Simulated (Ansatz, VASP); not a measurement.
# One calculation of CoSi, two programs

```
CELL_PARAMETERS angstrom
2.78038 0.00000 0.00000
0.00000 2.78038 0.00000
0.00000 0.00000 2.78038
ATOMIC_POSITIONS crystal
Co 0.00000 0.00000 0.00000
Si 0.50000 0.50000 0.50000
```

Alike in both runs: functional PBE; k mesh 14 × 14 × 14; occupations fermi-dirac, width 0.1 eV; no spin polarisation.

Ansatz relaxed the structure, and its values are those at the end. VASP's run is a single point on that final structure, the one shown.

```csv
,VASP,Ansatz
version,VASP 6.6.1,Ansatz 0.2.0
potentials or method,"VASP PAW PBE potentials, release 64 (Co, Si)","PAW with Ansatz's default frozen-core files, scalar-relativistic"
plane-wave cutoff (eV),600,420
valence electrons in the cell,13,21
```

VASP gave:

| Quantity | Value |
| --- | --- |
| pressure (GPa) | -0.2 |

**Question.** Which values does Ansatz return?

**Answer.** Pressure (GPa): 0.0.

VASP's potentials hold 13 valence electrons a cell and Ansatz's 21, so a difference there can come from the potentials and not from the codes.
